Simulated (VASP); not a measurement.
# KBr (Fm-3m) in VASP: notebook

KBr is run at these levels: PBE; tasks: electric field gradients.

Everything below comes from runs of VASP 6.6.1. Logs are shortened: lines on timing, memory, paths and dates and some standing lists are left out, and cuts for length are marked.

## Step 1: The cell of the first run

The structure is cubic, space group Fm-3m (No. 225). The conventional cell has a = 6.452 Å, b = 6.452 Å, c = 6.452 Å, α = 90.00°, β = 90.00°, γ = 90.00°. Within 4.2 Å of K (site symmetry m-3m) lie 6 Br at 3.23 Å. Br (site symmetry m-3m) has 6 K at 3.23 Å within 4.2 Å.

## Step 2: Electric field gradients, PBE (volume scaled by 0.9405)

The input, INCAR:

```
PREC = Accurate
ENCUT = 520
EDIFF = 1E-8
ISMEAR = -1
SIGMA = 0.01
LREAL = F
LASPH = T
NELM = 80
ALGO = Normal
ISIF = 2
LWAVE = F
LCHARG = F
GGA = PE
LEFG = T
NBANDS = 15
```

The input, KPOINTS:

```
Automatic mesh
0
Gamma
  6 6 6
```

The input, POSCAR:

```
KBr
1.0
    0.0000000000      3.2258590210      3.2258590210
    3.2258590210      0.0000000000      3.2258590210
    3.2258590210      3.2258590210      0.0000000000
K Br
1 1
Direct
    0.0000000000      0.0000000000      0.0000000000
    0.5000000000      0.5000000000      0.5000000000
```

Potentials or basis: VASP PAW PBE potentials, release 64 (K_sv, Br).

Started as:

```sh
$ cat potpaw_PBE.64/K_sv/POTCAR potpaw_PBE.64/Br/POTCAR > POTCAR
$ mpirun -np 1 vasp_std > vasp.out
```

OUTCAR:

```text
PREC = Accurate
   ENCUT = 520
   EDIFF = 1E-8
   ISMEAR = -1
   LREAL = F
   LASPH = T
   NELM = 80
   ISIF = 2
   GGA = PE

 ion  position               nearest neighbor table
   1  0.000  0.000  0.000-   2 3.23   2 3.23   2 3.23   2 3.23   2 3.23   2 3.23
   2  0.500  0.500  0.500-   1 3.23   1 3.23   1 3.23   1 3.23   1 3.23   1 3.23

  LATTYP: Found a face centered cubic cell.
 ALAT       =     6.4517180420

  Lattice vectors:

 A1 = (   0.0000000000,   3.2258590210,   3.2258590210)
 A2 = (   3.2258590210,   0.0000000000,   3.2258590210)
 A3 = (   3.2258590210,   3.2258590210,   0.0000000000)

Analysis of symmetry for initial positions (statically):
=====================================================================
 Subroutine PRICEL returns:
 Original cell was already a primitive cell.

 Routine SETGRP: Setting up the symmetry group for a
 face centered cubic supercell.

 Subroutine GETGRP returns: Found 48 space group operations
 (whereof 48 operations were pure point group operations)
 out of a pool of 48 trial point group operations.

The static configuration has the point symmetry O_h .

Analysis of symmetry for dynamics (positions and initial velocities):
=====================================================================
 Subroutine PRICEL returns:
 Original cell was already a primitive cell.

 Routine SETGRP: Setting up the symmetry group for a
 face centered cubic supercell.

 Subroutine GETGRP returns: Found 48 space group operations
 (whereof 48 operations were pure point group operations)
 out of a pool of 48 trial point group operations.

The dynamic configuration has the point symmetry O_h .

 Subroutine INISYM returns: Found 48 space group operations
 (whereof 48 operations are pure point group operations),
 and found     1 'primitive' translations

----------------------------------------------------------------------------------------

                                     Primitive cell

  volume of cell :      67.1377

  direct lattice vectors                    reciprocal lattice vectors
     0.000000000  3.225859021  3.225859021    -0.154997474  0.154997474  0.154997474
     3.225859021  0.000000000  3.225859021     0.154997474 -0.154997474  0.154997474
     3.225859021  3.225859021  0.000000000     0.154997474  0.154997474 -0.154997474

  length of vectors
     4.562053578  4.562053578  4.562053578     0.268463500  0.268463500  0.268463500

  position of ions in fractional coordinates (direct lattice)
     0.000000000  0.000000000  0.000000000
     0.500000000  0.500000000  0.500000000

  ion indices of the primitive-cell ions
   primitive index   ion index
                 1           1
                 2           2

----------------------------------------------------------------------------------------

 KPOINTS: Automatic mesh

Automatic generation of k-mesh.
 Grid dimensions read from file:
 generate k-points for:    6    6    6

 Generating k-lattice:

  Cartesian coordinates                     Fractional coordinates (reciprocal lattice)
    -0.025832912  0.025832912  0.025832912     0.166666667  0.000000000  0.000000000
     0.025832912 -0.025832912  0.025832912     0.000000000  0.166666667  0.000000000
     0.025832912  0.025832912 -0.025832912     0.000000000  0.000000000  0.166666667

  Length of vectors
     0.044743917  0.044743917  0.044743917

  Shift w.r.t. Gamma in fractional coordinates (k-lattice)
     0.000000000  0.000000000  0.000000000

 Subroutine IBZKPT returns following result:
 ===========================================

 Found     16 irreducible k-points:

 Following reciprocal coordinates:
            Coordinates               Weight
  0.000000  0.000000  0.000000      1.000000
  0.166667  0.000000  0.000000      8.000000
  0.333333  0.000000  0.000000      8.000000
  0.500000  0.000000  0.000000      4.000000
  0.166667  0.166667  0.000000      6.000000
  0.333333  0.166667  0.000000     24.000000
[... 8 lines left out ...]
 -0.333333  0.333333  0.166667     24.000000
 -0.333333  0.500000  0.166667     12.000000
   k-points           NKPTS =     16   k-points in BZ     NKDIM =     16   number of bands    NBANDS=     15
   number of dos      NEDOS =    301   number of ions     NIONS =      2
   total plane-waves  NPLWV =  46656
   dimension x,y,z NGX =    36 NGY =   36 NGZ =   36
   dimension x,y,z NGXF=    72 NGYF=   72 NGZF=   72
   ions per type =               1   1
   NGX,Y,Z   is equivalent  to a cutoff of  13.12, 13.12, 13.12 a.u.
   NGXF,Y,Z  is equivalent  to a cutoff of  26.24, 26.24, 26.24 a.u.
 SYSTEM =  unknown system
   PREC   = accura    normal or accurate (medium, high low for compatibility)
   ISTART =      0    job   : 0-new  1-cont  2-samecut
   ICHARG =      2    charge: 1-file 2-atom 10-const
   ISPIN  =      1    spin polarized calculation?
   LNONCOLLINEAR =      F non collinear calculations
   LSORBIT =      F    spin-orbit coupling
   LASPH  =      T    aspherical Exc in radial PAW
   ENCUT  =  520.0 eV  38.22 Ry    6.18 a.u.   8.48  8.48  8.48*2*pi/ulx,y,z
   NELM   =     80;   NELMIN=  2; NELMDL= -5     # of ELM steps
   EDIFF  = 0.1E-07   stopping-criterion for ELM
   LREAL  =      F    real-space projection
   EDIFFG = 0.1E-06   stopping-criterion for IOM
   NSW    =      0    number of steps for IOM
   IBRION =     -1    ionic relax: 0-MD 1-quasi-New 2-CG
   NFREE  =      0    steps in history (QN), initial steepest desc. (CG)
   ISIF   =      2    stress and relaxation
   ISYM   =      2    0-nonsym 1-usesym 2-fastsym
   POTIM  = 0.5000    time-step for ionic-motion
   TEBEG  =    0.0;   TEEND  =   0.0 temperature during run
   PSTRESS=    0.0 pullay stress
   NELECT =      16.0000    total number of electrons
   NUPDOWN=      -1.0000    fix difference up-down
   EMIN   =  10.00;   EMAX   =-10.00  energy-range for DOS
   EFERMI =   0.00;   METHOD = LEGACY
   ISMEAR =    -1;   SIGMA  =   0.01  broadening in eV -4-tet -1-fermi 0-gaus
   EFERMI_NEDOS =   21; number of points for ismear=-14 and -15
   IALGO  =     38    algorithm
   IMIX   =      4    mixing-type and parameters
     AMIX     =   0.40;   BMIX     =  1.00
     AMIX_MAG =   1.60;   BMIX_MAG =  1.00
  volume/ion in A,a.u.               =      33.57       226.53
  Fermi-wavevector in a.u.,A,eV,Ry     =   1.014985  1.918043 14.016636  1.030194
  Thomas-Fermi vector in A             =   2.148244
   LORBIT       =      0    0 simple, 1 ext, 2 COOP (PROOUT), +10 PAW based schemes
   GGA     = PE    functional components
   LHFCALC =     F    Hartree Fock is set to
   AEXX    =    0.0000 exact exchange contribution
   IVDW    =     0    specifies the selected vdW correction
   LEPSILON=     F    determine dielectric tensor
   LRPA    =     F    only Hartree local field effects (RPA)
 non-spin polarized calculation
  energy-cutoff  :      520.00
  volume of cell :       67.14
 maximum number of plane-waves:      1821
 NGX is ok and might be reduce to    36
   NGX = 17   NGY = 17   NGZ = 17

 number of electron      16.0000002 magnetization

 Free energy of the ion-electron system (eV)
  ---------------------------------------------------
  ext. energy  EPLUGINS =         0.00000000
  ---------------------------------------------------
  free energy    TOTEN  =        -6.17345702 eV

  energy without entropy =       -6.17345702  energy(sigma->0) =       -6.17345702

 E-fermi :  -1.1417     XC(G=0):  -7.6472

 val. band max:       -1.4549292498   @ k =   0.0000   0.0000   0.0000
 cond. band min:       3.1698432400   @ k =   0.0000   0.0000   0.0000
 fundamental gap:      4.6247724898
 Fermi energy:        -1.1416531975

 k-point     1 :       0.0000    0.0000    0.0000
  band No.  band energies     occupation
      1     -29.0977      2.00000
      2     -13.8365      2.00000
      3     -12.5808      2.00000
      4     -12.5808      2.00000
      5     -12.5808      2.00000
      6      -1.4549      2.00000
      7      -1.4549      2.00000
      8      -1.4549      2.00000
      9       3.1698      0.00000
     10       6.1539      0.00000
     11       6.1539      0.00000
     12       6.1539      0.00000
     13       7.0215      0.00000
     14       7.0215      0.00000
[... 257 lines left out ...]
      2     -13.8038      2.00000
      3     -12.6826      2.00000
      4     -12.6462      2.00000
      5     -12.5067      2.00000
      6      -2.2281      2.00000
      7      -1.9942      2.00000
      8      -1.9466      2.00000
      9       5.1276      0.00000
     10       6.7471      0.00000
     11       7.0130      0.00000
     12       8.0505      0.00000
     13       8.7392      0.00000
     14       9.5626      0.00000
     15      10.2102      0.00000

------------------------ aborting loop because EDIFF is reached ----------------------------------------

  FORCE on cell =-STRESS in cart. coord.  units (eV):
  Direction    XX          YY          ZZ          XY          YZ          ZX
  --------------------------------------------------------------------------------------
  -------------------------------------------------------------------------------------
  Total        0.8856877      0.8856877      0.8856877     -0.0000000     -0.0000000     -0.0000000
  in kB       21.1361084     21.1361084     21.1361084     -0.0000000     -0.0000000     -0.0000000
  external PRESSURE =      21.1361084 kB  Pullay stress =       0.0000000 kB

 VOLUME and BASIS-vectors are now :
 -----------------------------------------------------------------------------
  energy-cutoff  :      520.00
  volume of cell :       67.14
      direct lattice vectors                 reciprocal lattice vectors
     0.000000000  3.225859021  3.225859021    -0.154997474  0.154997474  0.154997474
     3.225859021  0.000000000  3.225859021     0.154997474 -0.154997474  0.154997474
     3.225859021  3.225859021  0.000000000     0.154997474  0.154997474 -0.154997474

 POSITION                                       TOTAL-FORCE (eV/Angst)
 -----------------------------------------------------------------------------------
      0.00000      0.00000      0.00000        -0.000000     -0.000000     -0.000000
      3.22586      3.22586      3.22586         0.000000      0.000000      0.000000
 -----------------------------------------------------------------------------------
    total drift:                                0.000000      0.000000      0.000000

  FREE ENERGIE OF THE ION-ELECTRON SYSTEM (eV)
  ---------------------------------------------------
  free  energy   TOTEN  =        -6.1734570226 eV

  energy  without entropy=       -6.1734570226  energy(sigma->0) =       -6.17345702

 Electric field gradients (V/A^2)
---------------------------------------------------------------------
 ion       V_xx      V_yy      V_zz      V_xy      V_xz      V_yz
---------------------------------------------------------------------
   1       0.000     0.000    -0.000    -0.000    -0.000    -0.000
   2       0.000    -0.000    -0.000     0.000     0.000     0.000
---------------------------------------------------------------------

 Electric field gradients after diagonalization (V/A^2)
 (convention: |V_zz| > |V_xx| > |V_yy|)
----------------------------------------------------------------------
 ion       V_xx      V_yy      V_zz     asymmetry (V_yy - V_xx)/ V_zz
----------------------------------------------------------------------
   1       0.000     0.000    -0.001       0.000
   2      -0.000    -0.000     0.000       0.000
----------------------------------------------------------------------

           NMR quadrupolar parameters

 Cq : quadrupolar parameter    Cq=e*Q*V_zz/h
 eta: asymmetry parameters     (V_yy - V_xx)/ V_zz
 Q  : nuclear electric quadrupole moment in mb (millibarn)
----------------------------------------------------------------------
 ion       Cq(MHz)       eta       Q (mb)
----------------------------------------------------------------------
   1      -0.000       0.000       1.000
   2       0.000       0.000       1.000
----------------------------------------------------------------------
```

Wall time 33 s (1 thread of Intel Xeon 8259CL, shared host); peak memory 0.21 GiB.

Results:

- Free energy: -6.1735 eV
- Pressure: 2.1 GPa
- Band gap on the k mesh: 4.62 eV, direct

Caveat: without QUAD_EFG the Cq values of the log hold for a quadrupole moment of 1 mb, not for the nuclei.

(Part 1 of 3 ends here.)
